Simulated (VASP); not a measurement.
# CuO (P-1) in VASP: single point with PBE

Aim: the single point of CuO with PBE.

Everything below comes from runs of VASP 6.6.1. Logs are shortened: lines on timing, memory, paths and dates and some standing lists are left out, and cuts for length are marked.

## 1. The cell of the first run

The typed cell holds 4 atoms: a = 2.880 Å, b = 2.880 Å, c = 5.176 Å, α = 89.81°, β = 89.81°, γ = 89.22°.

## 2. Single point, PBE

The input, POSCAR:

```
CuO
1.0
    2.8795009639      0.0000000000      0.0000000000
    0.0390727580      2.8792794796      0.0000000000
    0.0174953863      0.0172449008      5.1763391994
Cu O
2 2
Direct
    0.0000000000      0.5000000000      0.0000000000
    0.5000000000      0.0000000000      0.5000000000
    0.9984239700      0.0016717800      0.7498871000
    0.0015760300      0.9983282200      0.2501129000
```

The input, INCAR.step1:

```
SYSTEM = CuO
  PREC = Accurate
  ENCUT = 520
  EDIFF = 1E-6
  ISMEAR = -1
  SIGMA = 0.05
  LREAL = .FALSE.
  LASPH = .TRUE.
  NELM = 80
  ALGO = Normal
  ISIF = 2
  LWAVE = .FALSE.
  LCHARG = .TRUE.
  LMAXMIX = 4
  GGA = PE
  NBANDS = 25
```

The input, KPOINTS.step1:

```
regular mesh
0
G
  9 9 5
  0 0 0
```

The input, INCAR.step2:

```
SYSTEM = CuO
  PREC = Accurate
  ENCUT = 520
  EDIFF = 1E-6
  ISMEAR = -5
  SIGMA = 0.05
  LREAL = .FALSE.
  LASPH = .TRUE.
  NELM = 80
  ALGO = Normal
  ISIF = 2
  LWAVE = .FALSE.
  LCHARG = .FALSE.
  LMAXMIX = 4
  GGA = PE
  LORBIT = 10
  NBANDS = 25
  NEDOS = 1001
  ICHARG = 11
```

The input, KPOINTS.step2:

```
regular mesh
0
G
  14 14 8
  0 0 0
```

Potentials or basis: VASP PAW PBE potentials, release 64 (Cu, O).

Launch:

```sh
$ cat potpaw_PBE.64/Cu/POTCAR potpaw_PBE.64/O/POTCAR > POTCAR
$ cp INCAR.step1 INCAR
$ cp KPOINTS.step1 KPOINTS
$ mpirun -np 1 vasp_std > vasp.out
$ cp INCAR.step2 INCAR
$ cp KPOINTS.step2 KPOINTS
$ mpirun -np 1 vasp_std > vasp.out
```

OUTCAR:

```text
SYSTEM = CuO
   PREC = Accurate
   ENCUT = 520
   EDIFF = 1E-6
   ISMEAR = -5
   LREAL = .FALSE.
   LASPH = .TRUE.
   NELM = 80
   ISIF = 2
   GGA = PE
   LORBIT = 10
   ICHARG = 11

 ion  position               nearest neighbor table
   1  0.000  0.500  0.000-   3 1.94   4 1.94   3 1.94   4 1.94
   2  0.500  0.000  0.500-   3 1.94   4 1.94   4 1.94   3 1.94
   3  0.998  0.002  0.750-   2 1.94   2 1.94   1 1.94   1 1.94
   4  0.002  0.998  0.250-   2 1.94   2 1.94   1 1.94   1 1.94

  LATTYP: Found a base centered monoclinic cell.
 ALAT       =    11.1169163425
 B/A-ratio  =     0.3638182808
 C/A-ratio  =     0.4656324948
 COS(beta)  =    -0.9295148209

  Lattice vectors:

 A1 = (   2.8620055776,  -0.0172449008,  -5.1763391994)
 A2 = (   0.0215773717,   2.8620345788,  -5.1763391994)
 A3 = (   0.0174953863,   0.0172449008,   5.1763391994)

Analysis of symmetry for initial positions (statically):
=====================================================================
 Subroutine PRICEL returns:
 Original cell was already a primitive cell.

 Routine SETGRP: Setting up the symmetry group for a
 base centered monoclinic supercell.

 Subroutine GETGRP returns: Found  2 space group operations
 (whereof  2 operations were pure point group operations)
 out of a pool of  4 trial point group operations.

The static configuration has the point symmetry S_2 .

Analysis of symmetry for dynamics (positions and initial velocities):
=====================================================================
 Subroutine PRICEL returns:
 Original cell was already a primitive cell.

 Routine SETGRP: Setting up the symmetry group for a
 base centered monoclinic supercell.

 Subroutine GETGRP returns: Found  2 space group operations
 (whereof  2 operations were pure point group operations)
 out of a pool of  4 trial point group operations.

The dynamic configuration has the point symmetry S_2 .

 Subroutine INISYM returns: Found  2 space group operations
 (whereof  2 operations are pure point group operations),
 and found     1 'primitive' translations

----------------------------------------------------------------------------------------

                                     Primitive cell

  volume of cell :      42.9164

  direct lattice vectors                    reciprocal lattice vectors
     2.879500964  0.000000000  0.000000000     0.347282398 -0.004712735 -0.001158071
     0.039072758  2.879279480  0.000000000     0.000000000  0.347309112 -0.001157055
     0.017495386  0.017244901  5.176339199     0.000000000  0.000000000  0.193186722

  length of vectors
     2.879500964  2.879544582  5.176397491     0.347316304  0.347311040  0.193186722

  position of ions in fractional coordinates (direct lattice)
     1.000000000  0.500000000  0.000000000
     0.500000000  0.000000000  0.500000000
     0.998423970  0.001671780  0.749887100
     0.001576030  0.998328220  0.250112900

  ion indices of the primitive-cell ions
   primitive index   ion index
                 1           1
                 2           2
                 3           3
                 4           4

----------------------------------------------------------------------------------------

 KPOINTS: regular mesh

Automatic generation of k-mesh.
 Grid dimensions read from file:
 generate k-points for:   14   14    8

 Generating k-lattice:

  Cartesian coordinates                     Fractional coordinates (reciprocal lattice)
     0.024805886 -0.000336624 -0.000082719     0.071428571 -0.000000000 -0.000000000
     0.000000000  0.024807794 -0.000082647     0.000000000  0.071428571  0.000000000
     0.000000000  0.000000000  0.024148340     0.000000000  0.000000000  0.125000000

  Length of vectors
     0.024808307  0.024807931  0.024148340

  Shift w.r.t. Gamma in fractional coordinates (k-lattice)
     0.000000000  0.000000000  0.000000000

 TETIRR: Found   4704 inequivalent tetrahedra from     9408

 Subroutine IBZKPT returns following result:
 ===========================================

 Found    788 irreducible k-points:

 Following reciprocal coordinates:
            Coordinates               Weight
  0.000000  0.000000  0.000000      1.000000
  0.071429  0.000000  0.000000      2.000000
  0.000000 -0.071429  0.000000      2.000000
  0.142857 -0.000000  0.000000      2.000000
  0.000000 -0.142857  0.000000      2.000000
  0.214286  0.000000  0.000000      2.000000
[... 16 lines left out ...]
  0.357143  0.071429  0.000000      2.000000
 -0.071429 -0.357143  0.000000      2.000000
 [... further k-points ...]
   k-points           NKPTS =    788   k-points in BZ     NKDIM =    788   number of bands    NBANDS=     25
   number of dos      NEDOS =   1001   number of ions     NIONS =      4
   total plane-waves  NPLWV =  23040
   dimension x,y,z NGX =    24 NGY =   24 NGZ =   40
   dimension x,y,z NGXF=    48 NGYF=   48 NGZF=   80
   ions per type =               2   2
   NGX,Y,Z   is equivalent  to a cutoff of  13.86, 13.86, 12.85 a.u.
   NGXF,Y,Z  is equivalent  to a cutoff of  27.71, 27.71, 25.69 a.u.
 SYSTEM =  CuO
   PREC   = accura    normal or accurate (medium, high low for compatibility)
   ISTART =      0    job   : 0-new  1-cont  2-samecut
   ICHARG =     11    charge: 1-file 2-atom 10-const
   ISPIN  =      1    spin polarized calculation?
   LNONCOLLINEAR =      F non collinear calculations
   LSORBIT =      F    spin-orbit coupling
   LASPH  =      T    aspherical Exc in radial PAW
   ENCUT  =  520.0 eV  38.22 Ry    6.18 a.u.   5.35  5.35  9.62*2*pi/ulx,y,z
   NELM   =     80;   NELMIN=  2; NELMDL=  0     # of ELM steps
   EDIFF  = 0.1E-05   stopping-criterion for ELM
   LREAL  =      F    real-space projection
   EDIFFG = 0.1E-04   stopping-criterion for IOM
   NSW    =      0    number of steps for IOM
   IBRION =     -1    ionic relax: 0-MD 1-quasi-New 2-CG
   NFREE  =      0    steps in history (QN), initial steepest desc. (CG)
   ISIF   =      2    stress and relaxation
   ISYM   =      2    0-nonsym 1-usesym 2-fastsym
   POTIM  = 0.5000    time-step for ionic-motion
   TEBEG  =    0.0;   TEEND  =   0.0 temperature during run
   PSTRESS=    0.0 pullay stress
   NELECT =      34.0000    total number of electrons
   NUPDOWN=      -1.0000    fix difference up-down
   EMIN   =  10.00;   EMAX   =-10.00  energy-range for DOS
   EFERMI =   0.00;   METHOD = LEGACY
   ISMEAR =    -5;   SIGMA  =   0.05  broadening in eV -4-tet -1-fermi 0-gaus
   EFERMI_NEDOS =   21; number of points for ismear=-14 and -15
   IALGO  =     38    algorithm
   IMIX   =      4    mixing-type and parameters
     AMIX     =   0.40;   BMIX     =  1.00
     AMIX_MAG =   1.60;   BMIX_MAG =  1.00
  volume/ion in A,a.u.               =      10.73        72.40
  Fermi-wavevector in a.u.,A,eV,Ry     =   1.514816  2.862587 31.220846  2.294667
  Thomas-Fermi vector in A             =   2.624423
   LORBIT       =     10    0 simple, 1 ext, 2 COOP (PROOUT), +10 PAW based schemes
   GGA     = PE    functional components
   LHFCALC =     F    Hartree Fock is set to
   AEXX    =    0.0000 exact exchange contribution
   IVDW    =     0    specifies the selected vdW correction
   LEPSILON=     F    determine dielectric tensor
   LRPA    =     F    only Hartree local field effects (RPA)
 non-spin polarized calculation
 Fermi weights with tetrahedron method with Bloechl corrections
  energy-cutoff  :      520.00
  volume of cell :       42.92
 maximum number of plane-waves:      1177
 NGX is ok and might be reduce to    24

 number of electron      33.9999982 magnetization

 Free energy of the ion-electron system (eV)
  ---------------------------------------------------
  ext. energy  EPLUGINS =         0.00000000
  ---------------------------------------------------
  free energy    TOTEN  =       -19.68502486 eV

  energy without entropy =      -19.68502486  energy(sigma->0) =      -19.68502486

 E-fermi :   5.2844     XC(G=0): -11.5050

 val. band max:        5.3083506190   @ k =  -0.0714  -0.3571   0.0000
 cond. band min:       5.2270174350   @ k =  -0.0714   0.0714   0.5000
 fundamental gap:     -0.0813331840
 Fermi energy:         5.2844462522

 k-point     1 :       0.0000    0.0000    0.0000
  band No.  band energies     occupation
      1     -14.7390      2.00000
      2     -13.4351      2.00000
      3      -3.0960      2.00000
      4      -0.2799      2.00000
      5      -0.2522      2.00000
      6       1.3930      2.00000
[... 17 lines left out ...]
     24      20.1151      0.00000
     25      20.5094      0.00000

 k-point     2 :       0.0714    0.0000    0.0000
  band No.  band energies     occupation
      1     -14.7093      2.00000
      2     -13.4254      2.00000
      3      -3.0456      2.00000
      4      -0.3082      2.00000
      5      -0.2454      2.00000
      6       1.1248      2.00000
[... 17 lines left out ...]
     24      20.1991      0.00000
     25      20.4758      0.00000

 k-point     3 :       0.0000   -0.0714    0.0000
  band No.  band energies     occupation
      1     -14.7094      2.00000
      2     -13.4253      2.00000
      3      -3.0457      2.00000
      4      -0.3025      2.00000
      5      -0.2513      2.00000
      6       1.1249      2.00000
[... 552 lines left out ...]
 k-point    23 :       0.3571    0.0714    0.0000
  band No.  band energies     occupation
      1     -14.1887      2.00000
      2     -13.2632      2.00000
      3      -2.1363      2.00000
      4      -1.4984      2.00000
      5      -0.5531      2.00000
      6      -0.0560      2.00000
[... 17 lines left out ...]
     24      19.3685      0.00000
     25      20.0286      0.00000

 k-point    24 :      -0.0714   -0.3571    0.0000
  band No.  band energies     occupation
      1     -14.1893      2.00000
      2     -13.2626      2.00000
      3      -2.1379      2.00000
      4      -1.4964      2.00000
      5      -0.5510      2.00000
      6      -0.0634      2.00000
[... 17 lines left out ...]
     24      19.3672      0.00000
     25      20.0282      0.00000

 [... further k-points ...]

------------------------ aborting loop because EDIFF is reached ----------------------------------------

  FORCE on cell =-STRESS in cart. coord.  units (eV):
  Direction    XX          YY          ZZ          XY          YZ          ZX
  --------------------------------------------------------------------------------------
  -------------------------------------------------------------------------------------
  Total        2.0666228      2.0508562      1.7306012     -0.0045489      0.0044725      0.0007671
  in kB       77.1521471     76.5635407     64.6076297     -0.1698228      0.1669704      0.0286382
  external PRESSURE =      72.7744392 kB  Pullay stress =       0.0000000 kB

 VOLUME and BASIS-vectors are now :
 -----------------------------------------------------------------------------
  energy-cutoff  :      520.00
  volume of cell :       42.92
      direct lattice vectors                 reciprocal lattice vectors
     2.879500964  0.000000000  0.000000000     0.347282398 -0.004712735 -0.001158071
     0.039072758  2.879279480  0.000000000     0.000000000  0.347309112 -0.001157055
     0.017495386  0.017244901  5.176339199     0.000000000  0.000000000  0.193186722

 POSITION                                       TOTAL-FORCE (eV/Angst)
 -----------------------------------------------------------------------------------
      0.01954      1.43964      0.00000        -0.000000      0.000000      0.000000
      1.44850      0.00862      2.58817        -0.000000     -0.000000      0.000000
      2.88815      0.01775      3.88167         0.005361     -0.007111      0.004932
      0.04792      2.87878      1.29467        -0.005361      0.007111     -0.004932
 -----------------------------------------------------------------------------------
    total drift:                                0.000000      0.000000     -0.000000

  FREE ENERGIE OF THE ION-ELECTRON SYSTEM (eV)
  ---------------------------------------------------
  free  energy   TOTEN  =       -19.6850248568 eV

  energy  without entropy=      -19.6850248568  energy(sigma->0) =      -19.68502486

 total charge

# of ion       s       p       d       tot
------------------------------------------
    1        0.400   0.408   9.130   9.938
    2        0.400   0.409   9.129   9.939
    3        1.577   3.391   0.000   4.969
    4        1.577   3.391   0.000   4.969
--------------------------------------------------
tot          3.955   7.599  18.260  29.815
```

Wall time 13 min (1 thread of Intel Xeon 8259CL, shared host); peak memory 0.73 GiB.

Results:

```
Valence electrons inside the program's atomic spheres : Cu 9.94; O 4.97
```

Caveat: semilocal functionals often make such compounds metallic where correlation or magnetic order opens a gap, which also shifts bond lengths; tetrahedron occupations give inexact forces and stress in metals.
